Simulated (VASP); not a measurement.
Here is a VASP 6.6.1 calculation.

Contents of INCAR:

```
SYSTEM = RuCl2
  PREC = Accurate
  ENCUT = 520
  EDIFF = 1E-6
  ISMEAR = -1
  SIGMA = 0.05
  LREAL = .FALSE.
  LASPH = .TRUE.
  NELM = 100
  ALGO = Normal
  ISIF = 2
  LWAVE = .FALSE.
  LCHARG = .FALSE.
  GGA = PE
  NBANDS = 21
```

KPOINTS

```
Automatic mesh
0
G
  9 9 5
  0 0 0
```

The input POSCAR:

```
RuCl2
1.0
    3.5964027970      0.0000000000      0.0000000000
   -1.7982013985      3.1145761802      0.0000000000
    0.0000000000      0.0000000000      5.8017441257
Ru Cl
1 2
Direct
    0.0000000000      0.0000000000      0.0000000000
    0.3333333333      0.6666666667      0.2520000000
    0.6666666667      0.3333333333      0.7480000000
```

Potentials or basis: VASP PAW PBE potentials, release 64 (Ru_pv, Cl).

Command:

```console
$ cat potpaw_PBE.64/Ru_pv/POTCAR potpaw_PBE.64/Cl/POTCAR > POTCAR
$ mpirun -np 1 vasp_std > vasp.out
```

Problem. Estimate the band gap on the k mesh.

Solution. 0.57 eV (least direct gap 0.75 eV).

Problem. Predict the pressure.

Solution. -8.0 GPa.

Problem. What does it give for the largest force?

Solution. 1.802 eV/Å.

Stress tensor (GPa, compression positive):
```
 -6.64   0.00   0.00
  0.00  -6.64   0.00
  0.00   0.00 -10.85
```

Caveat: the cell stands under tension; an odd mesh through Γ misses points on the zone boundary, where band edges can lie; this functional lacks dispersion, which binds the layers, so the pressure and a relaxed spacing across them are unreliable; forces of over 1 eV/Å act on the atoms, so gaps and moduli don't describe the material at rest.
